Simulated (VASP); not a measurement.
# AlC (Fm-3m) in VASP: further runs

The runs below take AlC through single point, with PBE.

All numbers are computed with VASP 6.6.1; they aren't measurements. Logs are shortened: lines on timing, memory, paths and dates and some standing lists are left out, and cuts for length are marked.

## 1. The cell of the first run

It takes space group Fm-3m (No. 225, cubic). Conventional cell: a = 4.273 Å, b = 4.273 Å, c = 4.273 Å, α = 90.00°, β = 90.00°, γ = 90.00°. Al (site symmetry m-3m) has 6 C at 2.14 Å within 2.8 Å. C (site symmetry m-3m) has 6 Al at 2.14 Å within 2.8 Å.

## 2. Single point, PBE

The input, INCAR:

```
  PREC = Accurate
  ENCUT = 520
  EDIFF = 1E-6
  ISMEAR = 0
  SIGMA = 0.1
  LREAL = F
  LASPH = T
  NELM = 60
  ALGO = Normal
  ISIF = 2
  LWAVE = F
  LCHARG = F
  GGA = PE
  NBANDS = 10
```

The input, KPOINTS:

```
regular mesh
0
Gamma
  6 6 6
```

The input, POSCAR:

```
AlC
1.0
    0.0000000000      2.1365164596      2.1365164596
    2.1365164596      0.0000000000      2.1365164596
    2.1365164596      2.1365164596      0.0000000000
Al C
1 1
Direct
    0.0000000000      0.0000000000      0.0000000000
    0.5000000000      0.5000000000      0.5000000000
```

Potentials or basis: VASP PAW PBE potentials, release 64 (Al, C).

Started as:

```sh
$ cat potpaw_PBE.64/Al/POTCAR potpaw_PBE.64/C/POTCAR > POTCAR
$ mpirun -np 1 vasp_std > vasp.out
```

OUTCAR:

```text
PREC = Accurate
   ENCUT = 520
   EDIFF = 1E-6
   ISMEAR = 0
   LREAL = F
   LASPH = T
   NELM = 60
   ISIF = 2
   GGA = PE

 ion  position               nearest neighbor table
   1  0.000  0.000  0.000-   2 2.14   2 2.14   2 2.14   2 2.14   2 2.14   2 2.14
   2  0.500  0.500  0.500-   1 2.14   1 2.14   1 2.14   1 2.14   1 2.14   1 2.14

  LATTYP: Found a face centered cubic cell.
 ALAT       =     4.2730329192

  Lattice vectors:

 A1 = (   0.0000000000,   2.1365164596,   2.1365164596)
 A2 = (   2.1365164596,   0.0000000000,   2.1365164596)
 A3 = (   2.1365164596,   2.1365164596,   0.0000000000)

Analysis of symmetry for initial positions (statically):
=====================================================================
 Subroutine PRICEL returns:
 Original cell was already a primitive cell.

 Routine SETGRP: Setting up the symmetry group for a
 face centered cubic supercell.

 Subroutine GETGRP returns: Found 48 space group operations
 (whereof 48 operations were pure point group operations)
 out of a pool of 48 trial point group operations.

The static configuration has the point symmetry O_h .

Analysis of symmetry for dynamics (positions and initial velocities):
=====================================================================
 Subroutine PRICEL returns:
 Original cell was already a primitive cell.

 Routine SETGRP: Setting up the symmetry group for a
 face centered cubic supercell.

 Subroutine GETGRP returns: Found 48 space group operations
 (whereof 48 operations were pure point group operations)
 out of a pool of 48 trial point group operations.

The dynamic configuration has the point symmetry O_h .

 Subroutine INISYM returns: Found 48 space group operations
 (whereof 48 operations are pure point group operations),
 and found     1 'primitive' translations

----------------------------------------------------------------------------------------

                                     Primitive cell

  volume of cell :      19.5051

  direct lattice vectors                    reciprocal lattice vectors
     0.000000000  2.136516460  2.136516460    -0.234025812  0.234025812  0.234025812
     2.136516460  0.000000000  2.136516460     0.234025812 -0.234025812  0.234025812
     2.136516460  2.136516460  0.000000000     0.234025812  0.234025812 -0.234025812

  length of vectors
     3.021490553  3.021490553  3.021490553     0.405344597  0.405344597  0.405344597

  position of ions in fractional coordinates (direct lattice)
     0.000000000  0.000000000  0.000000000
     0.500000000  0.500000000  0.500000000

  ion indices of the primitive-cell ions
   primitive index   ion index
                 1           1
                 2           2

----------------------------------------------------------------------------------------

 KPOINTS: regular mesh

Automatic generation of k-mesh.
 Grid dimensions read from file:
 generate k-points for:    6    6    6

 Generating k-lattice:

  Cartesian coordinates                     Fractional coordinates (reciprocal lattice)
    -0.039004302  0.039004302  0.039004302     0.166666667  0.000000000  0.000000000
     0.039004302 -0.039004302  0.039004302     0.000000000  0.166666667  0.000000000
     0.039004302  0.039004302 -0.039004302     0.000000000  0.000000000  0.166666667

  Length of vectors
     0.067557433  0.067557433  0.067557433

  Shift w.r.t. Gamma in fractional coordinates (k-lattice)
     0.000000000  0.000000000  0.000000000

 Subroutine IBZKPT returns following result:
 ===========================================

 Found     16 irreducible k-points:

 Following reciprocal coordinates:
            Coordinates               Weight
  0.000000  0.000000  0.000000      1.000000
  0.166667  0.000000  0.000000      8.000000
  0.333333  0.000000  0.000000      8.000000
  0.500000  0.000000  0.000000      4.000000
  0.166667  0.166667  0.000000      6.000000
  0.333333  0.166667  0.000000     24.000000
[... 8 lines left out ...]
 -0.333333  0.333333  0.166667     24.000000
 -0.333333  0.500000  0.166667     12.000000
   k-points           NKPTS =     16   k-points in BZ     NKDIM =     16   number of bands    NBANDS=     10
   number of dos      NEDOS =    301   number of ions     NIONS =      2
   total plane-waves  NPLWV =  13824
   dimension x,y,z NGX =    24 NGY =   24 NGZ =   24
   dimension x,y,z NGXF=    48 NGYF=   48 NGZF=   48
   ions per type =               1   1
   NGX,Y,Z   is equivalent  to a cutoff of  13.21, 13.21, 13.21 a.u.
   NGXF,Y,Z  is equivalent  to a cutoff of  26.41, 26.41, 26.41 a.u.
 SYSTEM =  unknown system
   PREC   = accura    normal or accurate (medium, high low for compatibility)
   ISTART =      0    job   : 0-new  1-cont  2-samecut
   ICHARG =      2    charge: 1-file 2-atom 10-const
   ISPIN  =      1    spin polarized calculation?
   LNONCOLLINEAR =      F non collinear calculations
   LSORBIT =      F    spin-orbit coupling
   LASPH  =      T    aspherical Exc in radial PAW
   ENCUT  =  520.0 eV  38.22 Ry    6.18 a.u.   5.62  5.62  5.62*2*pi/ulx,y,z
   NELM   =     60;   NELMIN=  2; NELMDL= -5     # of ELM steps
   EDIFF  = 0.1E-05   stopping-criterion for ELM
   LREAL  =      F    real-space projection
   EDIFFG = 0.1E-04   stopping-criterion for IOM
   NSW    =      0    number of steps for IOM
   IBRION =     -1    ionic relax: 0-MD 1-quasi-New 2-CG
   NFREE  =      0    steps in history (QN), initial steepest desc. (CG)
   ISIF   =      2    stress and relaxation
   ISYM   =      2    0-nonsym 1-usesym 2-fastsym
   POTIM  = 0.5000    time-step for ionic-motion
   TEBEG  =    0.0;   TEEND  =   0.0 temperature during run
   PSTRESS=    0.0 pullay stress
   NELECT =       7.0000    total number of electrons
   NUPDOWN=      -1.0000    fix difference up-down
   EMIN   =  10.00;   EMAX   =-10.00  energy-range for DOS
   EFERMI =   0.00;   METHOD = LEGACY
   ISMEAR =     0;   SIGMA  =   0.10  broadening in eV -4-tet -1-fermi 0-gaus
   EFERMI_NEDOS =   21; number of points for ismear=-14 and -15
   IALGO  =     38    algorithm
   IMIX   =      4    mixing-type and parameters
     AMIX     =   0.40;   BMIX     =  1.00
     AMIX_MAG =   1.60;   BMIX_MAG =  1.00
  volume/ion in A,a.u.               =       9.75        65.81
  Fermi-wavevector in a.u.,A,eV,Ry     =   1.163388  2.198485 18.415102  1.353472
  Thomas-Fermi vector in A             =   2.299938
   LORBIT       =      0    0 simple, 1 ext, 2 COOP (PROOUT), +10 PAW based schemes
   GGA     = PE    functional components
   LHFCALC =     F    Hartree Fock is set to
   AEXX    =    0.0000 exact exchange contribution
   IVDW    =     0    specifies the selected vdW correction
   LEPSILON=     F    determine dielectric tensor
   LRPA    =     F    only Hartree local field effects (RPA)
 non-spin polarized calculation
 Gauss-broadening in eV      SIGMA  =   0.10
  energy-cutoff  :      520.00
  volume of cell :       19.51
 maximum number of plane-waves:       544
 NGX is ok and might be reduce to    24
   NGX = 11   NGY = 11   NGZ = 11

 number of electron       7.0000000 magnetization

 Free energy of the ion-electron system (eV)
  ---------------------------------------------------
  ext. energy  EPLUGINS =         0.00000000
  ---------------------------------------------------
  free energy    TOTEN  =       -12.00030398 eV

  energy without entropy =      -11.98733623  energy(sigma->0) =      -11.99382010

 E-fermi :   8.1576     XC(G=0): -11.6152

 val. band max:        8.1375885790   @ k =   0.3333   0.1667   0.0000
 cond. band min:       8.7027043799   @ k =  -0.3333   0.1667   0.0000
 fundamental gap:      0.5651158009
 Fermi energy:         8.1576386212

 k-point     1 :       0.0000    0.0000    0.0000
  band No.  band energies     occupation
      1      -6.0651      2.00000
      2       9.8566      0.00000
      3       9.8566      0.00000
      4       9.8566      0.00000
      5      16.4836      0.00000
      6      19.2874      0.00000
      7      19.2874      0.00000
      8      19.2874      0.00000
      9      24.1036      0.00000
     10      24.2099      0.00000

 k-point     2 :       0.1667    0.0000    0.0000
  band No.  band energies     occupation
      1      -5.4914      2.00000
      2       7.5195      2.00000
      3       9.5320      0.00000
      4       9.5320      0.00000
      5      16.7752      0.00000
      6      18.9466      0.00000
      7      19.6887      0.00000
      8      19.6887      0.00000
      9      21.8750      0.00000
     10      21.8750      0.00000

 k-point     3 :       0.3333    0.0000    0.0000
  band No.  band energies     occupation
      1      -3.8601      2.00000
      2       3.5544      2.00000
      3       9.0040      0.00000
      4       9.0040      0.00000
      5      15.7418      0.00000
      6      18.2067      0.00000
      7      18.2067      0.00000
      8      21.0183      0.00000
      9      22.6787      0.00000
     10      24.5286      0.00000

 k-point     4 :       0.5000    0.0000    0.0000
  band No.  band energies     occupation
      1      -2.2116      2.00000
      2       1.0076      2.00000
      3       8.7821      0.00000
      4       8.7821      0.00000
      5      15.3850      0.00000
      6      17.5151      0.00000
      7      17.5151      0.00000
      8      21.2999      0.00000
      9      23.1608      0.00000
     10      27.5505      0.00000

 k-point     5 :       0.1667    0.1667    0.0000
  band No.  band energies     occupation
      1      -5.3020      2.00000
      2       8.1006      1.58032
      3       8.7805      0.00000
      4       8.7805      0.00000
      5      16.6141      0.00000
      6      17.2945      0.00000
      7      19.1743      0.00000
      8      21.0023      0.00000
      9      21.0023      0.00000
     10      25.0010      0.00000

 k-point     6 :       0.3333    0.1667    0.0000
  band No.  band energies     occupation
      1      -4.0220      2.00000
      2       5.0591      2.00000
      3       8.0180      1.95165
      4       8.1376      1.22325
      5      15.5443      0.00000
      6      16.9899      0.00000
      7      19.2473      0.00000
      8      20.6178      0.00000
      9      23.0240      0.00000
     10      26.1768      0.00000
[... 79 lines left out ...]
 k-point    13 :       0.5000    0.5000    0.0000
  band No.  band energies     occupation
      1      -0.8988      2.00000
      2       2.0828      2.00000
      3       6.6977      2.00000
      4       6.6977      2.00000
      5      11.8795      0.00000
      6      13.2257      0.00000
      7      23.2027      0.00000
      8      24.7905      0.00000
      9      24.7905      0.00000
     10      28.9854      0.00000

 k-point    14 :       0.5000    0.3333    0.1667
  band No.  band energies     occupation
      1      -2.5280      2.00000
      2       3.9587      2.00000
      3       5.5415      2.00000
      4       7.4079      2.00000
      5      15.4444      0.00000
      6      17.0715      0.00000
      7      18.7196      0.00000
      8      21.7249      0.00000
      9      23.9821      0.00000
     10      27.4180      0.00000

 k-point    15 :      -0.3333    0.3333    0.1667
  band No.  band energies     occupation
      1      -1.1732      2.00000
      2       2.5069      2.00000
      3       4.8719      2.00000
      4       6.6780      2.00000
      5      15.4869      0.00000
      6      17.7197      0.00000
      7      20.1456      0.00000
      8      20.4600      0.00000
      9      25.0294      0.00000
     10      25.9243      0.00000

 k-point    16 :      -0.3333    0.5000    0.1667
  band No.  band energies     occupation
      1      -0.6941      2.00000
      2       2.8183      2.00000
      3       4.8680      2.00000
      4       5.4987      2.00000
      5      14.4490      0.00000
      6      16.4417      0.00000
      7      20.9341      0.00000
      8      21.4323      0.00000
      9      25.3555      0.00000
     10      27.9460      0.00000

------------------------ aborting loop because EDIFF is reached ----------------------------------------

  FORCE on cell =-STRESS in cart. coord.  units (eV):
  Direction    XX          YY          ZZ          XY          YZ          ZX
  --------------------------------------------------------------------------------------
  -------------------------------------------------------------------------------------
  Total       -0.0255443     -0.0255443     -0.0255443     -0.0000000      0.0000000     -0.0000000
  in kB       -2.0982401     -2.0982401     -2.0982401     -0.0000000      0.0000000     -0.0000000
  external PRESSURE =      -2.0982401 kB  Pullay stress =       0.0000000 kB

 VOLUME and BASIS-vectors are now :
 -----------------------------------------------------------------------------
  energy-cutoff  :      520.00
  volume of cell :       19.51
      direct lattice vectors                 reciprocal lattice vectors
     0.000000000  2.136516460  2.136516460    -0.234025812  0.234025812  0.234025812
     2.136516460  0.000000000  2.136516460     0.234025812 -0.234025812  0.234025812
     2.136516460  2.136516460  0.000000000     0.234025812  0.234025812 -0.234025812

 POSITION                                       TOTAL-FORCE (eV/Angst)
 -----------------------------------------------------------------------------------
      0.00000      0.00000      0.00000        -0.000000     -0.000000      0.000000
      2.13652      2.13652      2.13652         0.000000      0.000000     -0.000000
 -----------------------------------------------------------------------------------
    total drift:                               -0.000000     -0.000000      0.000000

  FREE ENERGIE OF THE ION-ELECTRON SYSTEM (eV)
  ---------------------------------------------------
  free  energy   TOTEN  =       -12.0003039756 eV

  energy  without entropy=      -11.9873362316  energy(sigma->0) =      -11.99382010
```

It took 2.5 s on 1 thread of Intel Xeon Platinum 8559C (Emerald Rapids), shared host; peak memory 0.13 GiB.

Results:

| Item | Value |
| --- | --- |
| Free energy | -12.0003 eV |
| Pressure | -0.2 GPa |

Levels at points of the mesh, in eV from the Fermi level:
```tsv
k point	band 1	band 2	band 3	band 4	band 5	band 6	band 7	band 8
(0.00, 0.00, 0.00)	-14.22	1.70	1.70	1.70	8.33	11.13	11.13	11.13
(0.50, 0.00, 0.00)	-10.37	-7.15	0.62	0.62	7.23	9.36	9.36	13.14
(0.50, 0.50, 0.00)	-9.06	-6.07	-1.46	-1.46	3.72	5.07	15.05	16.63
```

Caveat: the k points lie up to 0.42 Å⁻¹ apart.

## 3. Single point, PBE

This run uses another cell than the first one, of 14.17 Å³/atom, 1.453 times its volume.

INCAR, as its differences from that of step 2:

```diff
@@ -7,3 +7,3 @@
   LASPH = T
-  NELM = 60
+  NELM = 80
   ALGO = Normal
```

KPOINTS is that of step 2.

The input, POSCAR:

```
AlC
1.0
    0.0000000000      2.4200621300      2.4200621300
    2.4200621300      0.0000000000      2.4200621300
    2.4200621300      2.4200621300      0.0000000000
Al C
1 1
Direct
    0.0000000000      0.0000000000      0.0000000000
    0.5000000000      0.5000000000      0.5000000000
```

Potentials or basis: VASP PAW PBE potentials, release 64 (Al, C).

Started as:

```sh
$ cat potpaw_PBE.64/Al/POTCAR potpaw_PBE.64/C/POTCAR > POTCAR
$ mpirun -np 1 vasp_std > vasp.out
```

Wall time 3.9 s (1 thread of Intel Xeon Platinum 8559C (Emerald Rapids), shared host); peak memory 0.14 GiB.

The run converged. Its results:

```yaml
Free_energy: -10.7578 eV
Pressure: -32.5 GPa
```

Levels at points of the mesh, in eV from the Fermi level:
| k point | band 1 | band 2 | band 3 | band 4 | band 5 | band 6 | band 7 | band 8 |
| --- | --- | --- | --- | --- | --- | --- | --- | --- |
| (0.00, 0.00, 0.00) | -11.79 | 1.06 | 1.06 | 1.06 | 3.11 | 9.80 | 9.80 | 9.80 |
| (0.50, 0.00, 0.00) | -9.23 | -5.69 | 0.55 | 0.55 | 4.73 | 6.85 | 6.85 | 7.92 |
| (0.50, 0.50, 0.00) | -8.50 | -4.39 | -1.15 | -1.15 | 0.83 | 5.18 | 10.62 | 11.54 |

Caveat: the k points lie up to 0.37 Å⁻¹ apart.
